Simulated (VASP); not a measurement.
Write the native input for VASP 6.6.1 that does the following.

```
Task                   : single point
Functional             : PBEsol
Potentials or basis    : VASP PAW PBE potentials, release 64 (Cr_pv)
Cutoff                 : 520 eV
k mesh                 : 10 × 10 × 16
Occupations            : fermi-dirac, width 0.1 eV
Spin                   : no spin polarisation
Dipole correction      : no
Further INCAR settings : ALGO = Normal; EDIFF = 1e-07; NBANDS = 25
```

The structure of Cr lies in POSCAR:

```
Cr
1.0
    4.0103779911      0.0000000000      0.0000000000
   -2.0051889956      3.4730892191      0.0000000000
    0.0000000000      0.0000000000      2.1647393985
Cr
3
Direct
    0.0000000000      1.0000000000      0.0000000000
    0.3333333333      0.6666666667      0.5000000000
    0.6666666667      0.3333333333      0.5000000000
```

This isn't the form of Cr at room conditions, which is bcc.

One way to write it, as run:

INCAR

```
SYSTEM = Cr
PREC = Accurate
ENCUT = 520
EDIFF = 1E-7
ISMEAR = -1
SIGMA = 0.1
LREAL = .FALSE.
LASPH = .TRUE.
NELM = 80
ALGO = Normal
ISIF = 2
LWAVE = .FALSE.
LCHARG = .TRUE.
GGA = PS
LELF = .TRUE.
LVHAR = .TRUE.
NBANDS = 25
```

KPOINTS

```
regular mesh
0
G
  10 10 16
  0 0 0
```

Potentials or basis: VASP PAW PBE potentials, release 64 (Cr_pv).

The run is started by

```bash
$ cat potpaw_PBE.64/Cr_pv/POTCAR > POTCAR
$ mpirun -np 1 vasp_std > vasp.out
```

Results of the run:

The pressure is 42.9 GPa and the band gap on the k mesh is zero (bands 18 and 19 overlap by 1.28 eV).

Caveat: the cell stands under pressure; the PAW data sets were made with another functional, which shifts forces and pressure a little; the run has no spin polarisation, though such a crystal can be magnetic.

Run time: 37 s on 1 thread of AMD EPYC 9R45 96-Core Processor (Zen 5), on a shared host, peak memory 0.16 GiB.
